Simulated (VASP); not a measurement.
# CaO in VASP: notebook, part 2 of 3

VASP 6.6.1. Earlier steps stand in the parts before.

### Step 5. Single point, r2SCAN

This run uses another cell than the first one, of 13.94 Å³/atom, 1.176 times its volume.

POSCAR

```
CaO
1.0
    0.0000000000      2.4065000000      2.4065000000
    2.4065000000      0.0000000000      2.4065000000
    2.4065000000      2.4065000000      0.0000000000
Ca O
1 1
Direct
    0.0000000000      0.0000000000      0.0000000000
    0.5000000000      0.5000000000      0.5000000000
```

INCAR.step1

```
SYSTEM = CaO
ALGO     = Normal         ! electronic algorithm
EDIFF    = 1E-4           ! SCF threshold, eV
ENCUT    = 520            ! plane-wave cutoff, eV
GGA      = PE             ! functional
ISMEAR   = 0              ! smearing method
LASPH    = .TRUE.         ! aspherical terms in the spheres
LCHARG   = .FALSE.        ! write CHGCAR
LREAL    = .FALSE.        ! projectors in reciprocal space
LWAVE    = .TRUE.         ! write WAVECAR
NBANDS   = 15             ! bands
NELECT   = 15.5         
NELM     = 80             ! most SCF steps
PREC     = Accurate       ! precision mode
SIGMA    = 0.05           ! smearing width, eV
```

INCAR.step2

```
SYSTEM = CaO
ALGO     = Normal         ! electronic algorithm
EDIFF    = 1E-7           ! SCF threshold, eV
ENCUT    = 520            ! plane-wave cutoff, eV
ISIF     = 2              ! what is computed and relaxed
ISMEAR   = 0              ! smearing method
ISTART   = 1            
LASPH    = .TRUE.         ! aspherical terms in the spheres
LCHARG   = .FALSE.        ! write CHGCAR
LMIXTAU  = .TRUE.       
LREAL    = .FALSE.        ! projectors in reciprocal space
LWAVE    = .FALSE.        ! write WAVECAR
METAGGA  = R2SCAN         ! meta-GGA
NBANDS   = 15             ! bands
NELECT   = 15.5         
NELM     = 80             ! most SCF steps
PREC     = Accurate       ! precision mode
SIGMA    = 0.05           ! smearing width, eV
```

KPOINTS

```
k-points
0
G
  10 10 10
  0 0 0
```

Potentials or basis: VASP PAW PBE potentials, release 64 (Ca_sv, O).

Run with:

```bash
cat potpaw_PBE.64/Ca_sv/POTCAR potpaw_PBE.64/O/POTCAR > POTCAR
cp INCAR.step1 INCAR
mpirun -np 1 vasp_std > vasp.out
cp INCAR.step2 INCAR
mpirun -np 1 vasp_std > vasp.out
```

OUTCAR:

```text
SYSTEM = CaO
   EDIFF = 1E-7
   ENCUT = 520
   ISIF = 2
   ISMEAR = 0
   ISTART = 1
   LASPH = .TRUE.
   LREAL = .FALSE.
   METAGGA = R2SCAN
   NELECT = 15.5
   NELM = 80
   PREC = Accurate

 ion  position               nearest neighbor table
   1  0.000  0.000  0.000-   2 2.41   2 2.41   2 2.41   2 2.41   2 2.41   2 2.41
   2  0.500  0.500  0.500-   1 2.41   1 2.41   1 2.41   1 2.41   1 2.41   1 2.41

  LATTYP: Found a face centered cubic cell.
 ALAT       =     4.8130000000

  Lattice vectors:

 A1 = (   0.0000000000,   2.4065000000,   2.4065000000)
 A2 = (   2.4065000000,   0.0000000000,   2.4065000000)
 A3 = (   2.4065000000,   2.4065000000,   0.0000000000)

Analysis of symmetry for initial positions (statically):
=====================================================================
 Subroutine PRICEL returns:
 Original cell was already a primitive cell.

 Routine SETGRP: Setting up the symmetry group for a
 face centered cubic supercell.

 Subroutine GETGRP returns: Found 48 space group operations
 (whereof 48 operations were pure point group operations)
 out of a pool of 48 trial point group operations.

The static configuration has the point symmetry O_h .

Analysis of symmetry for dynamics (positions and initial velocities):
=====================================================================
 Subroutine PRICEL returns:
 Original cell was already a primitive cell.

 Routine SETGRP: Setting up the symmetry group for a
 face centered cubic supercell.

 Subroutine GETGRP returns: Found 48 space group operations
 (whereof 48 operations were pure point group operations)
 out of a pool of 48 trial point group operations.

The dynamic configuration has the point symmetry O_h .

 Subroutine INISYM returns: Found 48 space group operations
 (whereof 48 operations are pure point group operations),
 and found     1 'primitive' translations

----------------------------------------------------------------------------------------

                                     Primitive cell

  volume of cell :      27.8732

  direct lattice vectors                    reciprocal lattice vectors
     0.000000000  2.406500000  2.406500000    -0.207770621  0.207770621  0.207770621
     2.406500000  0.000000000  2.406500000     0.207770621 -0.207770621  0.207770621
     2.406500000  2.406500000  0.000000000     0.207770621  0.207770621 -0.207770621

  length of vectors
     3.403304938  3.403304938  3.403304938     0.359869272  0.359869272  0.359869272

  position of ions in fractional coordinates (direct lattice)
     0.000000000  0.000000000  0.000000000
     0.500000000  0.500000000  0.500000000

  ion indices of the primitive-cell ions
   primitive index   ion index
                 1           1
                 2           2

----------------------------------------------------------------------------------------

 KPOINTS: k-points

Automatic generation of k-mesh.
 Grid dimensions read from file:
 generate k-points for:   10   10   10

 Generating k-lattice:

  Cartesian coordinates                     Fractional coordinates (reciprocal lattice)
    -0.020777062  0.020777062  0.020777062     0.100000000  0.000000000  0.000000000
     0.020777062 -0.020777062  0.020777062     0.000000000  0.100000000  0.000000000
     0.020777062  0.020777062 -0.020777062     0.000000000  0.000000000  0.100000000

  Length of vectors
     0.035986927  0.035986927  0.035986927

  Shift w.r.t. Gamma in fractional coordinates (k-lattice)
     0.000000000  0.000000000  0.000000000

 Subroutine IBZKPT returns following result:
 ===========================================

 Found     47 irreducible k-points:

 Following reciprocal coordinates:
            Coordinates               Weight
  0.000000  0.000000  0.000000      1.000000
  0.100000  0.000000  0.000000      8.000000
  0.200000  0.000000  0.000000      8.000000
  0.300000  0.000000  0.000000      8.000000
  0.400000  0.000000  0.000000      8.000000
  0.500000  0.000000  0.000000      4.000000
[... 16 lines left out ...]
  0.300000  0.300000  0.000000      6.000000
  0.400000  0.300000  0.000000     24.000000
 [... further k-points ...]
   k-points           NKPTS =     47   k-points in BZ     NKDIM =     47   number of bands    NBANDS=     15
   number of dos      NEDOS =    301   number of ions     NIONS =      2
   total plane-waves  NPLWV =  21952
   dimension x,y,z NGX =    28 NGY =   28 NGZ =   28
   dimension x,y,z NGXF=    56 NGYF=   56 NGZF=   56
   ions per type =               1   1
   NGX,Y,Z   is equivalent  to a cutoff of  13.68, 13.68, 13.68 a.u.
   NGXF,Y,Z  is equivalent  to a cutoff of  27.36, 27.36, 27.36 a.u.
 SYSTEM =  CaO
   PREC   = accura    normal or accurate (medium, high low for compatibility)
   ISTART =      1    job   : 0-new  1-cont  2-samecut
   ICHARG =      0    charge: 1-file 2-atom 10-const
   ISPIN  =      1    spin polarized calculation?
   LNONCOLLINEAR =      F non collinear calculations
   LSORBIT =      F    spin-orbit coupling
   LASPH  =      T    aspherical Exc in radial PAW
   ENCUT  =  520.0 eV  38.22 Ry    6.18 a.u.   6.33  6.33  6.33*2*pi/ulx,y,z
   NELM   =     80;   NELMIN=  2; NELMDL=  0     # of ELM steps
   EDIFF  = 0.1E-06   stopping-criterion for ELM
   LREAL  =      F    real-space projection
   EDIFFG = 0.1E-05   stopping-criterion for IOM
   NSW    =      0    number of steps for IOM
   IBRION =     -1    ionic relax: 0-MD 1-quasi-New 2-CG
   NFREE  =      0    steps in history (QN), initial steepest desc. (CG)
   ISIF   =      2    stress and relaxation
   ISYM   =      2    0-nonsym 1-usesym 2-fastsym
   POTIM  = 0.5000    time-step for ionic-motion
   TEBEG  =    0.0;   TEEND  =   0.0 temperature during run
   PSTRESS=    0.0 pullay stress
   NELECT =      15.5000    total number of electrons
   NUPDOWN=      -1.0000    fix difference up-down
   EMIN   =  10.00;   EMAX   =-10.00  energy-range for DOS
   EFERMI =   0.00;   METHOD = LEGACY
   ISMEAR =     0;   SIGMA  =   0.05  broadening in eV -4-tet -1-fermi 0-gaus
   EFERMI_NEDOS =   21; number of points for ismear=-14 and -15
   IALGO  =     38    algorithm
   IMIX   =      4    mixing-type and parameters
     AMIX     =   0.40;   BMIX     =  1.00
     AMIX_MAG =   1.60;   BMIX_MAG =  1.00
  volume/ion in A,a.u.               =      13.94        94.05
  Fermi-wavevector in a.u.,A,eV,Ry     =   1.346241  2.544027 24.658727  1.812365
  Thomas-Fermi vector in A             =   2.474089
   LORBIT       =      0    0 simple, 1 ext, 2 COOP (PROOUT), +10 PAW based schemes
   METAGGA = R2SCAN    functional components
   LHFCALC =     F    Hartree Fock is set to
   AEXX    =    0.0000 exact exchange contribution
   IVDW    =     0    specifies the selected vdW correction
   LEPSILON=     F    determine dielectric tensor
   LRPA    =     F    only Hartree local field effects (RPA)
 non-spin polarized calculation
 Gauss-broadening in eV      SIGMA  =   0.05
  energy-cutoff  :      520.00
  volume of cell :       27.87
 maximum number of plane-waves:       763
 NGX is ok and might be reduce to    28
   NGX = 13   NGY = 13   NGZ = 13

 number of electron      15.4999998 magnetization

 Free energy of the ion-electron system (eV)
  ---------------------------------------------------
  ext. energy  EPLUGINS =         0.00000000
  ---------------------------------------------------
  free energy    TOTEN  =       -20.14404734 eV

  energy without entropy =      -20.13965095  energy(sigma->0) =      -20.14184915

 E-fermi :   0.9480     XC(G=0): -10.7580

 val. band max:        0.9457746151   @ k =   0.4000   0.3000   0.0000
 cond. band min:       0.9552588302   @ k =  -0.2000   0.1000   0.0000
 fundamental gap:      0.0094842151
 Fermi energy:         0.9479821375

 k-point     1 :       0.0000    0.0000    0.0000
  band No.  band energies     occupation
      1     -36.7765      2.00000
      2     -16.6796      2.00000
      3     -16.6796      2.00000
      4     -16.6795      2.00000
      5     -15.1577      2.00000
      6       1.3175      0.00000
      7       1.3175      0.00000
      8       1.3175      0.00000
      9       7.7044      0.00000
     10       9.2022      0.00000
     11       9.2023      0.00000
     12       9.2023      0.00000
     13      10.7279      0.00000
     14      10.7279      0.00000
[... 401 lines left out ...]
      2     -17.4326      2.00000
      3     -16.8756      2.00000
      4     -16.8471      2.00000
      5     -14.5727      2.00000
      6      -0.0810      2.00000
      7       0.8724      1.96743
      8       0.9458      1.04979
      9       7.2418      0.00000
     10      10.5847      0.00000
     11      11.7395      0.00000
     12      11.8023      0.00000
     13      11.9907      0.00000
     14      13.6644      0.00000
     15      18.9891      0.00000

 [... further k-points ...]
[... 5 lines left out ...]
  --------------------------------------------------------------------------------------
  -------------------------------------------------------------------------------------
  Total       -2.6956118     -2.6956118     -2.6956118     -0.0000000      0.0000000      0.0000000
  in kB     -154.9459875   -154.9459875   -154.9459875     -0.0000000      0.0000000      0.0000000
  external PRESSURE =    -154.9459875 kB  Pullay stress =       0.0000000 kB

 VOLUME and BASIS-vectors are now :
 -----------------------------------------------------------------------------
  energy-cutoff  :      520.00
  volume of cell :       27.87
      direct lattice vectors                 reciprocal lattice vectors
     0.000000000  2.406500000  2.406500000    -0.207770621  0.207770621  0.207770621
     2.406500000  0.000000000  2.406500000     0.207770621 -0.207770621  0.207770621
     2.406500000  2.406500000  0.000000000     0.207770621  0.207770621 -0.207770621

 POSITION                                       TOTAL-FORCE (eV/Angst)
 -----------------------------------------------------------------------------------
      0.00000      0.00000      0.00000        -0.000000      0.000000      0.000000
      2.40650      2.40650      2.40650         0.000000     -0.000000     -0.000000
 -----------------------------------------------------------------------------------
    total drift:                                0.000000      0.000000      0.000000

  FREE ENERGIE OF THE ION-ELECTRON SYSTEM (eV)
  ---------------------------------------------------
  free  energy   TOTEN  =       -20.1440473434 eV

  energy  without entropy=      -20.1396509504  energy(sigma->0) =      -20.14184915
```

Wall time 47 s (1 thread of Intel Xeon 6975P-C (Granite Rapids), shared host); peak memory 0.17 GiB.

Results:

| Quantity | Value |
| --- | --- |
| Free energy | -20.1440 eV |

Caveat: the cell carries a net charge on a neutralising background, which shifts energy and pressure; the cell is charged against a uniform background, so pressure and absolute levels hang on convention; the PAW data sets were made with another functional, which shifts forces and pressure a little.

(Part 2 of 3 ends here.)
